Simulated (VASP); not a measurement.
# ZnS (F222) in VASP: single point with PBE

Aim: the single point of ZnS with PBE.

All numbers are computed with VASP 6.6.1; they aren't measurements. Logs are shortened: lines on timing, memory, paths and dates and some standing lists are left out, and cuts for length are marked.

## (1) The cell of the first run

The structure is orthorhombic, space group F222 (No. 22). Conventional cell: a = 5.193 Å, b = 5.409 Å, c = 5.626 Å, α = 90.00°, β = 90.00°, γ = 90.00°. Within 3.1 Å of Zn (site symmetry 222) lie 4 S at 2.34 Å. S (site symmetry 222) has 4 Zn at 2.34 Å within 3.1 Å.

## (2) Single point, PBE (strain -0.0400 x Voigt [1, -1, 0, 0, 0, 0])

Contents of INCAR:

```
SYSTEM = ZnS
PREC     = Accurate       ! precision mode
ENCUT    = 520            ! plane-wave cutoff, eV
EDIFF    = 1E-7           ! SCF threshold, eV
ISMEAR   = 0              ! smearing method
SIGMA    = 0.05           ! smearing width, eV
LREAL    = .FALSE.        ! projectors in reciprocal space
LASPH    = .TRUE.         ! aspherical terms in the spheres
NELM     = 100            ! most SCF steps
ALGO     = Normal         ! electronic algorithm
ISIF     = 2              ! what is computed and relaxed
LWAVE    = .FALSE.        ! write WAVECAR
LCHARG   = .FALSE.        ! write CHGCAR
GGA      = PE             ! functional
NBANDS   = 16             ! bands
```

Contents of KPOINTS:

```
Automatic mesh
0
G
  10 10 10
  0 0 0
```

Contents of POSCAR:

```
ZnS
1.0
    0.0000000000      2.8128360000      2.7046500000
    2.5964640000      0.0000000000      2.7046500000
    2.5964640000      2.8128360000      0.0000000000
Zn S
1 1
Direct
    0.0000000000      0.0000000000      0.0000000000
    0.7500000000      0.7500000000      0.7500000000
```

Potentials or basis: VASP PAW PBE potentials, release 64 (Zn, S).

Started as:

```
$ cat potpaw_PBE.64/Zn/POTCAR potpaw_PBE.64/S/POTCAR > POTCAR
$ mpirun -np 1 vasp_std > vasp.out
```

OUTCAR:

```text
SYSTEM = ZnS
   PREC = Accurate
   ENCUT = 520
   EDIFF = 1E-7
   ISMEAR = 0
   LREAL = .FALSE.
   LASPH = .TRUE.
   NELM = 100
   ISIF = 2
   GGA = PE

 ion  position               nearest neighbor table
   1  0.000  0.000  0.000-   2 2.34   2 2.34   2 2.34   2 2.34
   2  0.750  0.750  0.750-   1 2.34   1 2.34   1 2.34   1 2.34

  LATTYP: Found a face centered orthorhombic cell.
 ALAT       =     5.1929280000
 B/A-ratio  =     1.0416666667
 C/A-ratio  =     1.0833333333

  Lattice vectors:

 A1 = (   0.0000000000,   2.8128360000,  -2.7046500000)
 A2 = (   2.5964640000,   2.8128360000,   0.0000000000)
 A3 = (   2.5964640000,   0.0000000000,  -2.7046500000)

Analysis of symmetry for initial positions (statically):
=====================================================================
 Subroutine PRICEL returns:
 Original cell was already a primitive cell.

 Routine SETGRP: Setting up the symmetry group for a
 face centered orthorhombic supercell.

 Subroutine GETGRP returns: Found  4 space group operations
 (whereof  4 operations were pure point group operations)
 out of a pool of  8 trial point group operations.

The static configuration has the point symmetry D_2 .

Analysis of symmetry for dynamics (positions and initial velocities):
=====================================================================
 Subroutine PRICEL returns:
 Original cell was already a primitive cell.

 Routine SETGRP: Setting up the symmetry group for a
 face centered orthorhombic supercell.

 Subroutine GETGRP returns: Found  4 space group operations
 (whereof  4 operations were pure point group operations)
 out of a pool of  8 trial point group operations.

The dynamic configuration has the point symmetry D_2 .

 Subroutine INISYM returns: Found  4 space group operations
 (whereof  4 operations are pure point group operations),
 and found     1 'primitive' translations

----------------------------------------------------------------------------------------

                                     Primitive cell

  volume of cell :      39.5064

  direct lattice vectors                    reciprocal lattice vectors
     0.000000000  2.812836000  2.704650000    -0.192569587  0.177756542  0.184866803
     2.596464000  0.000000000  2.704650000     0.192569587 -0.177756542  0.184866803
     2.596464000  2.812836000  0.000000000     0.192569587  0.177756542 -0.184866803

  length of vectors
     3.902201684  3.749234179  3.828011451     0.320711972  0.320711972  0.320711972

  position of ions in fractional coordinates (direct lattice)
     0.000000000  0.000000000  0.000000000
     0.750000000  0.750000000  0.750000000

  ion indices of the primitive-cell ions
   primitive index   ion index
                 1           1
                 2           2

----------------------------------------------------------------------------------------

 KPOINTS: Automatic mesh

Automatic generation of k-mesh.
 Grid dimensions read from file:
 generate k-points for:   10   10   10

 Generating k-lattice:

  Cartesian coordinates                     Fractional coordinates (reciprocal lattice)
    -0.019256959  0.017775654  0.018486680     0.100000000  0.000000000  0.000000000
     0.019256959 -0.017775654  0.018486680     0.000000000  0.100000000  0.000000000
     0.019256959  0.017775654 -0.018486680    -0.000000000 -0.000000000  0.100000000

  Length of vectors
     0.032071197  0.032071197  0.032071197

  Shift w.r.t. Gamma in fractional coordinates (k-lattice)
     0.000000000  0.000000000  0.000000000

 Subroutine IBZKPT returns following result:
 ===========================================

 Found    171 irreducible k-points:

 Following reciprocal coordinates:
            Coordinates               Weight
  0.000000  0.000000  0.000000      1.000000
  0.100000 -0.000000 -0.000000      8.000000
  0.200000 -0.000000 -0.000000      8.000000
  0.300000 -0.000000 -0.000000      8.000000
  0.400000 -0.000000 -0.000000      8.000000
  0.500000 -0.000000  0.000000      4.000000
[... 16 lines left out ...]
  0.300000  0.300000  0.000000      2.000000
  0.400000  0.300000 -0.000000      8.000000
 [... further k-points ...]
   k-points           NKPTS =    171   k-points in BZ     NKDIM =    171   number of bands    NBANDS=     16
   number of dos      NEDOS =    301   number of ions     NIONS =      2
   total plane-waves  NPLWV =  23520
   dimension x,y,z NGX =    30 NGY =   28 NGZ =   28
   dimension x,y,z NGXF=    60 NGYF=   56 NGZF=   56
   ions per type =               1   1
   NGX,Y,Z   is equivalent  to a cutoff of  12.78, 12.42, 12.16 a.u.
   NGXF,Y,Z  is equivalent  to a cutoff of  25.56, 24.83, 24.32 a.u.
 SYSTEM =  ZnS
   PREC   = accura    normal or accurate (medium, high low for compatibility)
   ISTART =      0    job   : 0-new  1-cont  2-samecut
   ICHARG =      2    charge: 1-file 2-atom 10-const
   ISPIN  =      1    spin polarized calculation?
   LNONCOLLINEAR =      F non collinear calculations
   LSORBIT =      F    spin-orbit coupling
   LASPH  =      T    aspherical Exc in radial PAW
   ENCUT  =  520.0 eV  38.22 Ry    6.18 a.u.   7.26  6.97  7.12*2*pi/ulx,y,z
   NELM   =    100;   NELMIN=  2; NELMDL= -5     # of ELM steps
   EDIFF  = 0.1E-06   stopping-criterion for ELM
   LREAL  =      F    real-space projection
   EDIFFG = 0.1E-05   stopping-criterion for IOM
   NSW    =      0    number of steps for IOM
   IBRION =     -1    ionic relax: 0-MD 1-quasi-New 2-CG
   NFREE  =      0    steps in history (QN), initial steepest desc. (CG)
   ISIF   =      2    stress and relaxation
   ISYM   =      2    0-nonsym 1-usesym 2-fastsym
   POTIM  = 0.5000    time-step for ionic-motion
   TEBEG  =    0.0;   TEEND  =   0.0 temperature during run
   PSTRESS=    0.0 pullay stress
   NELECT =      18.0000    total number of electrons
   NUPDOWN=      -1.0000    fix difference up-down
   EMIN   =  10.00;   EMAX   =-10.00  energy-range for DOS
   EFERMI =   0.00;   METHOD = LEGACY
   ISMEAR =     0;   SIGMA  =   0.05  broadening in eV -4-tet -1-fermi 0-gaus
   EFERMI_NEDOS =   21; number of points for ismear=-14 and -15
   IALGO  =     38    algorithm
   IMIX   =      4    mixing-type and parameters
     AMIX     =   0.40;   BMIX     =  1.00
     AMIX_MAG =   1.60;   BMIX_MAG =  1.00
  volume/ion in A,a.u.               =      19.75       133.30
  Fermi-wavevector in a.u.,A,eV,Ry     =   1.259727  2.380539 21.591247  1.586912
  Thomas-Fermi vector in A             =   2.393272
   LORBIT       =      0    0 simple, 1 ext, 2 COOP (PROOUT), +10 PAW based schemes
   GGA     = PE    functional components
   LHFCALC =     F    Hartree Fock is set to
   AEXX    =    0.0000 exact exchange contribution
   IVDW    =     0    specifies the selected vdW correction
   LEPSILON=     F    determine dielectric tensor
   LRPA    =     F    only Hartree local field effects (RPA)
 non-spin polarized calculation
 Gauss-broadening in eV      SIGMA  =   0.05
  energy-cutoff  :      520.00
  volume of cell :       39.51
 maximum number of plane-waves:      1082
 NGX is ok and might be reduce to    30
   NGX = 15   NGY = 13   NGZ = 15

 number of electron      18.0000008 magnetization

 Free energy of the ion-electron system (eV)
  ---------------------------------------------------
  ext. energy  EPLUGINS =         0.00000000
  ---------------------------------------------------
  free energy    TOTEN  =        -6.83205601 eV

  energy without entropy =       -6.83205601  energy(sigma->0) =       -6.83205601

 E-fermi :   2.5113     XC(G=0):  -9.6286

 val. band max:        2.2169421911   @ k =   0.0000   0.0000   0.0000
 cond. band min:       4.1809036980   @ k =   0.0000   0.0000   0.0000
 fundamental gap:      1.9639615069
 Fermi energy:         2.5113260852

 k-point     1 :       0.0000    0.0000    0.0000
  band No.  band energies     occupation
      1     -11.0279      2.00000
      2      -4.2583      2.00000
      3      -4.2310      2.00000
      4      -4.2110      2.00000
      5      -3.7547      2.00000
      6      -3.7354      2.00000
[... 8 lines left out ...]
     15      13.9624      0.00000
     16      14.4094      0.00000

 k-point     2 :       0.1000   -0.0000   -0.0000
  band No.  band energies     occupation
      1     -10.9522      2.00000
      2      -4.2510      2.00000
      3      -4.2228      2.00000
      4      -4.2001      2.00000
      5      -3.7543      2.00000
      6      -3.7379      2.00000
[... 8 lines left out ...]
     15      13.7988      0.00000
     16      14.5991      0.00000

 k-point     3 :       0.2000   -0.0000   -0.0000
  band No.  band energies     occupation
      1     -10.7434      2.00000
      2      -4.2296      2.00000
      3      -4.1959      2.00000
      4      -4.1653      2.00000
      5      -3.7492      2.00000
      6      -3.7419      2.00000
[... 8 lines left out ...]
     15      13.2300      0.00000
     16      14.7889      0.00000

 k-point     4 :       0.3000   -0.0000   -0.0000
  band No.  band energies     occupation
      1     -10.4599      2.00000
      2      -4.1801      2.00000
      3      -4.1424      2.00000
      4      -4.1121      2.00000
      5      -3.7401      2.00000
      6      -3.7328      2.00000
[... 8 lines left out ...]
     15      13.4010      0.00000
     16      14.2920      0.00000
[... 324 lines left out ...]
 k-point    22 :      -0.2000    0.2000    0.0000
  band No.  band energies     occupation
      1     -10.3638      2.00000
      2      -4.1537      2.00000
      3      -4.1356      2.00000
      4      -4.0883      2.00000
      5      -3.7625      2.00000
      6      -3.7071      2.00000
[... 8 lines left out ...]
     15      14.9566      0.00000
     16      16.7250      0.00000

 k-point    23 :       0.3000    0.3000    0.0000
  band No.  band energies     occupation
      1     -10.2685      2.00000
      2      -4.2841      2.00000
      3      -4.0769      2.00000
      4      -3.9997      2.00000
      5      -3.7777      2.00000
      6      -3.6930      2.00000
[... 8 lines left out ...]
     15      14.6943      0.00000
     16      18.8965      0.00000

 k-point    24 :       0.4000    0.3000   -0.0000
  band No.  band energies     occupation
      1     -10.0663      2.00000
      2      -4.2516      2.00000
      3      -4.0306      2.00000
      4      -3.9496      2.00000
      5      -3.7342      2.00000
      6      -3.6747      2.00000
[... 8 lines left out ...]
     15      15.2332      0.00000
     16      17.6952      0.00000

 [... further k-points ...]

------------------------ aborting loop because EDIFF is reached ----------------------------------------

  FORCE on cell =-STRESS in cart. coord.  units (eV):
  Direction    XX          YY          ZZ          XY          YZ          ZX
  --------------------------------------------------------------------------------------
  -------------------------------------------------------------------------------------
  Total        0.7506785     -0.0447062      0.4363121      0.0000000      0.0000000      0.0000000
  in kB       30.4436554     -1.8130513     17.6945734      0.0000000      0.0000000      0.0000000
  external PRESSURE =      15.4417258 kB  Pullay stress =       0.0000000 kB

 VOLUME and BASIS-vectors are now :
 -----------------------------------------------------------------------------
  energy-cutoff  :      520.00
  volume of cell :       39.51
      direct lattice vectors                 reciprocal lattice vectors
     0.000000000  2.812836000  2.704650000    -0.192569587  0.177756542  0.184866803
     2.596464000  0.000000000  2.704650000     0.192569587 -0.177756542  0.184866803
     2.596464000  2.812836000  0.000000000     0.192569587  0.177756542 -0.184866803

 POSITION                                       TOTAL-FORCE (eV/Angst)
 -----------------------------------------------------------------------------------
      0.00000      0.00000      0.00000         0.000000      0.000000      0.000000
      3.89470      4.21925      4.05697        -0.000000     -0.000000     -0.000000
 -----------------------------------------------------------------------------------
    total drift:                               -0.000005     -0.000004     -0.000003

  FREE ENERGIE OF THE ION-ELECTRON SYSTEM (eV)
  ---------------------------------------------------
  free  energy   TOTEN  =        -6.8320560140 eV

  energy  without entropy=       -6.8320560140  energy(sigma->0) =       -6.83205601
```

Run time: 3 min. Hardware: 1 thread of Intel Xeon 8259CL, shared host; peak memory 0.24 GiB.

Results:

```yaml
Free_energy: -6.8321 eV
Pressure: 1.5 GPa
Band_gap_on_the_k_mesh: 1.96 eV
```

Stress tensor (GPa, compression positive):
```
 3.04  0.00  0.00
 0.00 -0.18  0.00
 0.00  0.00  1.77
```

Caveat: the cell differs from its parent crystal (strain -0.0400 x Voigt [1, -1, 0, 0, 0, 0]).
